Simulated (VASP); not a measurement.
# Si3O2 (P-3m1) in VASP: further runs

Si3O2 is run at these levels: PBE; tasks: single point.

All numbers are computed with VASP 6.6.1; they aren't measurements. Logs are shortened: lines on timing, memory, paths and dates and some standing lists are left out, and cuts for length are marked.

### 1 The cell of the first run

It takes space group P-3m1 (No. 164, trigonal). The conventional cell has a = 3.513 Å, b = 3.513 Å, c = 5.466 Å, α = 90.00°, β = 90.00°, γ = 120.00°. Si (site symmetry -3m) has 6 O at 2.43 Å and 6 Si at 2.81 Å within 3.2 Å. Within 2.9 Å of Si (site symmetry 3m) lie 4 O at 2.12 to 2.19 Å and 6 Si at 2.57 to 2.81 Å. Within 2.8 Å of O (site symmetry 3m) lie 7 Si at 2.12 to 2.43 Å.

### 2 Single point, PBE

The input, INCAR:

```
PREC     = Accurate       # precision mode
ENCUT    = 600            # plane-wave cutoff, eV
EDIFF    = 1E-6           # SCF threshold, eV
ISMEAR   = 0              # smearing method
SIGMA    = 0.1            # smearing width, eV
LREAL    = False          # projectors in reciprocal space
LASPH    = True           # aspherical terms in the spheres
NELM     = 120            # most SCF steps
ALGO     = Normal         # electronic algorithm
ISIF     = 2              # what is computed and relaxed
LWAVE    = False          # write WAVECAR
LCHARG   = False          # write CHGCAR
GGA      = PE             # functional
NBANDS   = 20             # bands
GGA_COMPAT= False
```

The input, KPOINTS:

```
Automatic mesh
0
Gamma
  6 6 4
```

The input, POSCAR:

```
Si3O2
1.0
    3.5134382454      0.0000000000      0.0000000000
   -1.7567191227      3.0427267751      0.0000000000
    0.0000000000      0.0000000000      5.4663391990
Si O
3 2
Direct
    0.0000000000      0.0000000000      0.0000000000
    0.3333333333      0.6666666667      0.6450000000
    0.6666666667      0.3333333333      0.3550000000
    0.3333333333      0.6666666667      0.2450000000
    0.6666666667      0.3333333333      0.7550000000
```

Potentials or basis: VASP PAW PBE potentials, release 64 (Si, O).

Started as:

```console
$ cat potpaw_PBE.64/Si/POTCAR potpaw_PBE.64/O/POTCAR > POTCAR
$ mpirun -np 1 vasp_std > vasp.out
```

OUTCAR:

```text
PREC = Accurate
   ENCUT = 600
   EDIFF = 1E-6
   ISMEAR = 0
   LREAL = False
   LASPH = True
   NELM = 120
   ISIF = 2
   GGA = PE

 ion  position               nearest neighbor table
   1  0.000  0.000  0.000-   4 2.43   5 2.43   4 2.43   5 2.43   5 2.43   4 2.43   2 2.81   3 2.81
                             2 2.81   3 2.81   2 2.81   3 2.81
   2  0.333  0.667  0.645-   5 2.12   5 2.12   5 2.12   4 2.19   3 2.57   3 2.57   3 2.57   1 2.81
                             1 2.81   1 2.81
   3  0.667  0.333  0.355-   4 2.12   4 2.12   4 2.12   5 2.19   2 2.57   2 2.57   2 2.57   1 2.81
                             1 2.81   1 2.81
   4  0.333  0.667  0.245-   3 2.12   3 2.12   3 2.12   2 2.19   1 2.43   1 2.43   1 2.43
   5  0.667  0.333  0.755-   2 2.12   2 2.12   2 2.12   3 2.19   1 2.43   1 2.43   1 2.43

  LATTYP: Found a hexagonal cell.
 ALAT       =     3.5134382454
 C/A-ratio  =     1.5558375634

  Lattice vectors:

 A1 = (   3.5134382454,   0.0000000000,   0.0000000000)
 A2 = (  -1.7567191227,   3.0427267751,   0.0000000000)
 A3 = (   0.0000000000,   0.0000000000,   5.4663391990)

Analysis of symmetry for initial positions (statically):
=====================================================================
 Subroutine PRICEL returns:
 Original cell was already a primitive cell.

 Routine SETGRP: Setting up the symmetry group for a
 hexagonal supercell.

 Subroutine GETGRP returns: Found 12 space group operations
 (whereof 12 operations were pure point group operations)
 out of a pool of 24 trial point group operations.

The static configuration has the point symmetry D_3d.

Analysis of symmetry for dynamics (positions and initial velocities):
=====================================================================
 Subroutine PRICEL returns:
 Original cell was already a primitive cell.

 Routine SETGRP: Setting up the symmetry group for a
 hexagonal supercell.

 Subroutine GETGRP returns: Found 12 space group operations
 (whereof 12 operations were pure point group operations)
 out of a pool of 24 trial point group operations.

The dynamic configuration has the point symmetry D_3d.

 Subroutine INISYM returns: Found 12 space group operations
 (whereof 12 operations are pure point group operations),
 and found     1 'primitive' translations

----------------------------------------------------------------------------------------

                                     Primitive cell

  volume of cell :      58.4375

  direct lattice vectors                    reciprocal lattice vectors
     3.513438245  0.000000000  0.000000000     0.284621482  0.164326289  0.000000000
    -1.756719123  3.042726775  0.000000000     0.000000000  0.328652578  0.000000000
     0.000000000  0.000000000  5.466339199     0.000000000  0.000000000  0.182937788

  length of vectors
     3.513438245  3.513438245  5.466339199     0.328652578  0.328652578  0.182937788

  position of ions in fractional coordinates (direct lattice)
     0.000000000  0.000000000  0.000000000
     0.333333333  0.666666667  0.645000000
     0.666666667  0.333333333  0.355000000
     0.333333333  0.666666667  0.245000000
     0.666666667  0.333333333  0.755000000

  ion indices of the primitive-cell ions
   primitive index   ion index
                 1           1
                 2           2
                 3           3
                 4           4
                 5           5

----------------------------------------------------------------------------------------

 KPOINTS: Automatic mesh

Automatic generation of k-mesh.
 Grid dimensions read from file:
 generate k-points for:    6    6    4

 Generating k-lattice:

  Cartesian coordinates                     Fractional coordinates (reciprocal lattice)
     0.047436914  0.027387715  0.000000000     0.166666667 -0.000000000  0.000000000
     0.000000000  0.054775430  0.000000000     0.000000000  0.166666667  0.000000000
     0.000000000  0.000000000  0.045734447     0.000000000  0.000000000  0.250000000

  Length of vectors
     0.054775430  0.054775430  0.045734447

  Shift w.r.t. Gamma in fractional coordinates (k-lattice)
     0.000000000  0.000000000  0.000000000

 Subroutine IBZKPT returns following result:
 ===========================================

 Found     24 irreducible k-points:

 Following reciprocal coordinates:
            Coordinates               Weight
  0.000000  0.000000  0.000000      1.000000
  0.166667  0.000000  0.000000      6.000000
  0.333333  0.000000  0.000000      6.000000
  0.500000  0.000000  0.000000      3.000000
  0.166667  0.166667  0.000000      6.000000
  0.333333  0.166667  0.000000     12.000000
[... 16 lines left out ...]
  0.333333  0.166667  0.500000     12.000000
  0.333333  0.333333  0.500000      2.000000
   k-points           NKPTS =     24   k-points in BZ     NKDIM =     24   number of bands    NBANDS=     20
   number of dos      NEDOS =    301   number of ions     NIONS =      5
   total plane-waves  NPLWV =  37632
   dimension x,y,z NGX =    28 NGY =   28 NGZ =   48
   dimension x,y,z NGXF=    56 NGYF=   56 NGZF=   96
   ions per type =               3   2
   NGX,Y,Z   is equivalent  to a cutoff of  13.25, 13.25, 14.60 a.u.
   NGXF,Y,Z  is equivalent  to a cutoff of  26.50, 26.50, 29.20 a.u.
 SYSTEM =  unknown system
   PREC   = accura    normal or accurate (medium, high low for compatibility)
   ISTART =      0    job   : 0-new  1-cont  2-samecut
   ICHARG =      2    charge: 1-file 2-atom 10-const
   ISPIN  =      1    spin polarized calculation?
   LNONCOLLINEAR =      F non collinear calculations
   LSORBIT =      F    spin-orbit coupling
   LASPH  =      T    aspherical Exc in radial PAW
   ENCUT  =  600.0 eV  44.10 Ry    6.64 a.u.   7.02  7.02 10.92*2*pi/ulx,y,z
   NELM   =    120;   NELMIN=  2; NELMDL= -5     # of ELM steps
   EDIFF  = 0.1E-05   stopping-criterion for ELM
   LREAL  =      F    real-space projection
   EDIFFG = 0.1E-04   stopping-criterion for IOM
   NSW    =      0    number of steps for IOM
   IBRION =     -1    ionic relax: 0-MD 1-quasi-New 2-CG
   NFREE  =      0    steps in history (QN), initial steepest desc. (CG)
   ISIF   =      2    stress and relaxation
   ISYM   =      2    0-nonsym 1-usesym 2-fastsym
   POTIM  = 0.5000    time-step for ionic-motion
   TEBEG  =    0.0;   TEEND  =   0.0 temperature during run
   PSTRESS=    0.0 pullay stress
   NELECT =      24.0000    total number of electrons
   NUPDOWN=      -1.0000    fix difference up-down
   EMIN   =  10.00;   EMAX   =-10.00  energy-range for DOS
   EFERMI =   0.00;   METHOD = LEGACY
   ISMEAR =     0;   SIGMA  =   0.10  broadening in eV -4-tet -1-fermi 0-gaus
   EFERMI_NEDOS =   21; number of points for ismear=-14 and -15
   IALGO  =     38    algorithm
   IMIX   =      4    mixing-type and parameters
     AMIX     =   0.40;   BMIX     =  1.00
     AMIX_MAG =   1.60;   BMIX_MAG =  1.00
  volume/ion in A,a.u.               =      11.69        78.87
  Fermi-wavevector in a.u.,A,eV,Ry     =   1.216881  2.299571 20.147485  1.480798
  Thomas-Fermi vector in A             =   2.352220
   LORBIT       =      0    0 simple, 1 ext, 2 COOP (PROOUT), +10 PAW based schemes
   GGA     = PE    functional components
   LHFCALC =     F    Hartree Fock is set to
   AEXX    =    0.0000 exact exchange contribution
   IVDW    =     0    specifies the selected vdW correction
   LEPSILON=     F    determine dielectric tensor
   LRPA    =     F    only Hartree local field effects (RPA)
 non-spin polarized calculation
 Gauss-broadening in eV      SIGMA  =   0.10
  energy-cutoff  :      600.00
  volume of cell :       58.44
 maximum number of plane-waves:      1969
   NGX = 13   NGY = 13   NGZ = 21

 number of electron      24.0000000 magnetization

 Free energy of the ion-electron system (eV)
  ---------------------------------------------------
  ext. energy  EPLUGINS =         0.00000000
  ---------------------------------------------------
  free energy    TOTEN  =       -23.04397035 eV

  energy without entropy =      -23.03615195  energy(sigma->0) =      -23.04006115

 E-fermi :   9.6075     XC(G=0): -11.3169

 val. band max:        9.5922566388   @ k =   0.0000   0.0000   0.5000
 cond. band min:       9.6528265927   @ k =   0.1667   0.1667   0.2500
 fundamental gap:      0.0605699539
 Fermi energy:         9.6075080939

 k-point     1 :       0.0000    0.0000    0.0000
  band No.  band energies     occupation
      1     -12.0643      2.00000
      2     -11.1417      2.00000
      3      -1.6071      2.00000
      4       0.9155      2.00000
      5       2.8695      2.00000
      6       2.8695      2.00000
[... 12 lines left out ...]
     19      14.6473      0.00000
     20      14.6519      0.00000

 k-point     2 :       0.1667    0.0000    0.0000
  band No.  band energies     occupation
      1     -11.9009      2.00000
      2     -11.0761      2.00000
      3      -1.2707      2.00000
      4       0.0604      2.00000
      5       1.3159      2.00000
      6       2.4995      2.00000
[... 12 lines left out ...]
     19      14.7990      0.00000
     20      15.5024      0.00000

 k-point     3 :       0.3333    0.0000    0.0000
  band No.  band energies     occupation
      1     -11.5146      2.00000
      2     -10.9719      2.00000
      3      -1.1776      2.00000
      4      -0.5189      2.00000
      5       0.1557      2.00000
      6       1.9566      2.00000
[... 12 lines left out ...]
     19      14.8742      0.00000
     20      16.4032      0.00000

 k-point     4 :       0.5000    0.0000    0.0000
  band No.  band energies     occupation
      1     -11.2474      2.00000
      2     -10.9747      2.00000
      3      -1.7149      2.00000
      4      -0.7427      2.00000
      5       1.0297      2.00000
      6       1.7342      2.00000
[... 429 lines left out ...]
 k-point    23 :       0.3333    0.1667    0.5000
  band No.  band energies     occupation
      1     -11.1480      2.00000
      2     -11.0676      2.00000
      3      -1.5173      2.00000
      4      -1.2275      2.00000
      5       0.8676      2.00000
      6       1.2710      2.00000
[... 12 lines left out ...]
     19      15.6102      0.00000
     20      16.1079      0.00000

 k-point    24 :       0.3333    0.3333    0.5000
  band No.  band energies     occupation
      1     -11.0369      2.00000
      2     -11.0369      2.00000
      3      -1.0447      2.00000
      4      -1.0447      2.00000
      5      -0.3340      2.00000
      6       0.3939      2.00000
[... 12 lines left out ...]
     19      14.8550      0.00000
     20      14.8550      0.00000

------------------------ aborting loop because EDIFF is reached ----------------------------------------

  FORCE on cell =-STRESS in cart. coord.  units (eV):
  Direction    XX          YY          ZZ          XY          YZ          ZX
  --------------------------------------------------------------------------------------
  -------------------------------------------------------------------------------------
  Total        7.7857235      7.7857235     11.3476062      0.0000000     -0.0000000      0.0000000
  in kB      213.4605884    213.4605884    311.1164530      0.0000000     -0.0000000      0.0000000
  external PRESSURE =     246.0125432 kB  Pullay stress =       0.0000000 kB

 VOLUME and BASIS-vectors are now :
 -----------------------------------------------------------------------------
  energy-cutoff  :      600.00
  volume of cell :       58.44
      direct lattice vectors                 reciprocal lattice vectors
     3.513438245  0.000000000  0.000000000     0.284621482  0.164326289  0.000000000
    -1.756719123  3.042726775  0.000000000     0.000000000  0.328652578  0.000000000
     0.000000000  0.000000000  5.466339199     0.000000000  0.000000000  0.182937788

 POSITION                                       TOTAL-FORCE (eV/Angst)
 -----------------------------------------------------------------------------------
      0.00000      0.00000      0.00000        -0.000000      0.000000      0.000000
     -0.00000      2.02848      3.52579        -0.000000     -0.000000      0.644398
      1.75672      1.01424      1.94055         0.000000      0.000000     -0.644398
     -0.00000      2.02848      1.33925        -0.000000     -0.000000     -1.879054
      1.75672      1.01424      4.12709         0.000000      0.000000      1.879054
 -----------------------------------------------------------------------------------
    total drift:                                0.000000     -0.000000      0.000000

  FREE ENERGIE OF THE ION-ELECTRON SYSTEM (eV)
  ---------------------------------------------------
  free  energy   TOTEN  =       -23.0439703479 eV

  energy  without entropy=      -23.0361519512  energy(sigma->0) =      -23.04006115
```

Run time: 20 s. Hardware: 1 thread of Intel Xeon Platinum 8488C (Sapphire Rapids), shared host; peak memory 0.18 GiB.

What came out:

| Property | Result |
| --- | --- |
| Free energy | -23.0440 eV |
| Pressure | 24.6 GPa |
| Largest force | 1.879 eV/Å |
| Band gap on the k mesh | zero (bands 12 and 13 overlap by 0.85 eV) |

Forces in eV/Å, atoms in the order of the input:
```
Si   0.000  0.000  0.000
Si   0.000  0.000  0.644
Si   0.000  0.000 -0.644
O    0.000  0.000 -1.879
O    0.000  0.000  1.879
```

Stress tensor (GPa, compression positive):
```
21.35  0.00  0.00
 0.00 21.35  0.00
 0.00  0.00 31.11
```

Levels at points of the mesh, in eV from the Fermi level:
| k point | band 10 | band 11 | band 12 | band 13 | band 14 | band 15 |
| --- | --- | --- | --- | --- | --- | --- |
| (0.00, 0.00, 0.00) | -5.13 | -0.33 | 0.66 | 0.66 | 2.01 | 2.01 |
| (0.50, 0.00, 0.00) | -3.69 | -1.80 | -0.45 | 0.88 | 1.02 | 1.26 |
| (0.00, 0.00, 0.50) | -4.78 | -0.66 | -0.02 | 0.32 | 0.32 | 1.99 |
| (0.50, 0.00, 0.50) | -3.66 | -1.47 | -0.38 | 0.09 | 0.92 | 1.89 |

Caveat: the stress differs along the axes, from 21 to 31 GPa; forces of over 1 eV/Å act on the atoms, so gaps and moduli don't describe the material at rest.

### 3 Single point, PBE

This run uses another cell than the first one, of 15.14 Å³/atom.

The input, INCAR:

```
SYSTEM = Si3O2
PREC = Accurate
ENCUT = 600
EDIFF = 1E-6
ISMEAR = 0
SIGMA = 0.1
LREAL = .False.
LASPH = .True.
NELM = 120
ALGO = Normal
ISIF = 2
LWAVE = .False.
LCHARG = .False.
GGA = PE
NBANDS = 20
GGA_COMPAT = .False.
```

The input, KPOINTS:

```
Automatic mesh
0
Gamma
  6 6 4
  0 0 0
```

The input, POSCAR:

```
Si3O2
1.0
    2.7080414248      0.0000000000      0.0000000000
   -1.3540207124      2.3452326683      0.0000000000
    0.0000000000      0.0000000000     11.9216535706
Si O
3 2
Direct
    0.0000000000      0.0000000000      0.0000000000
    0.3333333333      0.6666666667      0.5913626932
    0.6666666667      0.3333333333      0.4086373068
    0.3333333333      0.6666666667      0.0764822381
    0.6666666667      0.3333333333      0.9235177619
```

Potentials or basis: VASP PAW PBE potentials, release 64 (Si, O).

Started as:

```console
$ cat potpaw_PBE.64/Si/POTCAR potpaw_PBE.64/O/POTCAR > POTCAR
$ mpirun -np 1 vasp_std > vasp.out
```

It took 30 s on 1 thread of Intel Xeon Platinum 8488C (Sapphire Rapids), shared host; peak memory 0.22 GiB.

It converged, with:

| Property | Result |
| --- | --- |
| Free energy | -32.0178 eV |
| Pressure | 0.2 GPa |
| Largest force | 0.033 eV/Å |
| Band gap on the k mesh | zero (bands 12 and 13 overlap by 3.08 eV) |

Forces in eV/Å, atoms in the order of the input:
```
Si   0.000  0.000  0.000
Si   0.000  0.000 -0.002
Si   0.000  0.000  0.002
O    0.000  0.000  0.033
O    0.000  0.000 -0.033
```

Levels at points of the mesh, in eV from the Fermi level:
| k point | band 8 | band 9 | band 10 | band 11 | band 12 | band 13 | band 14 | band 15 | band 16 | band 17 |
| --- | --- | --- | --- | --- | --- | --- | --- | --- | --- | --- |
| (0.00, 0.00, 0.00) | -5.88 | -5.88 | -5.54 | -4.40 | 1.12 | 1.59 | 3.43 | 5.50 | 7.89 | 8.33 |
| (0.50, 0.00, 0.00) | -6.55 | -6.26 | -5.76 | -3.42 | -3.34 | 1.17 | 2.41 | 3.00 | 4.41 | 5.36 |
| (0.00, 0.00, 0.50) | -5.88 | -5.88 | -5.62 | -4.31 | 0.73 | 2.12 | 3.39 | 5.16 | 8.26 | 8.33 |
| (0.50, 0.00, 0.50) | -6.55 | -6.26 | -5.76 | -3.42 | -3.33 | 1.17 | 2.42 | 2.99 | 4.41 | 5.36 |

Caveat: the k points lie up to 0.45 Å⁻¹ apart, too coarse for converged energies and pressures of a metal.

The gap in the log of VASP goes by the Fermi energy; the results here count the filled bands.